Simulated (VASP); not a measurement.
Set up this calculation in VASP 6.6.1, as the native input.

```
Task                   : single point
Functional             : PBE
Potentials or basis    : VASP PAW PBE potentials, release 64 (Fe)
Cutoff                 : 520 eV
k mesh                 : 12 × 12 × 6
Occupations            : fermi-dirac, width 0.1 eV
Spin                   : collinear spin, antiferromagnetic start
Starting moments       : [2.6, -2.6] μB
Dipole correction      : no
Further INCAR settings : ALGO = Normal; EDIFF = 1e-06; NBANDS = 19
```

The structure of Fe lies in POSCAR:

```
Fe
1.0
    0.0000000000      1.7545000000      1.7545000000
    1.7545000000      0.0000000000      1.7545000000
    3.5090000000      3.5090000000      0.0000000000
Fe
2
Direct
    0.0000000000      0.0000000000      0.0000000000
    0.0000000000      0.0000000000      0.5000000000
```

One way to write it, as run:

INCAR

```
SYSTEM = Fe
ALGO = Normal
EDIFF = 1E-6
ENCUT = 520
GGA = PE
ISIF = 2
ISMEAR = -1
ISPIN = 2
LASPH = .TRUE.
LCHARG = .FALSE.
LMAXMIX = 4
LORBIT = 11
LREAL = .FALSE.
LWAVE = .FALSE.
MAGMOM = 2.6 -2.6
NBANDS = 19
NELM = 150
PREC = Accurate
SIGMA = 0.1
```

KPOINTS

```
k-points
0
G
  12 12 6
  0 0 0
```

Potentials or basis: VASP PAW PBE potentials, release 64 (Fe).

Launch:

```console
$ cat potpaw_PBE.64/Fe/POTCAR > POTCAR
$ mpirun -np 1 vasp_std > vasp.out
```

Results of the run:

The pressure is -4.9 GPa. The band gap on the k mesh is zero (filled and empty bands overlap) and the net moment is 0.00 μB per cell. The site moments are Fe +1.23, -1.23 μB. The valence electrons inside the program's atomic spheres are Fe 7.37.

It took 76 s on 1 thread of AMD EPYC 9R14 (Zen 4), on a shared host, peak memory 0.15 GiB.
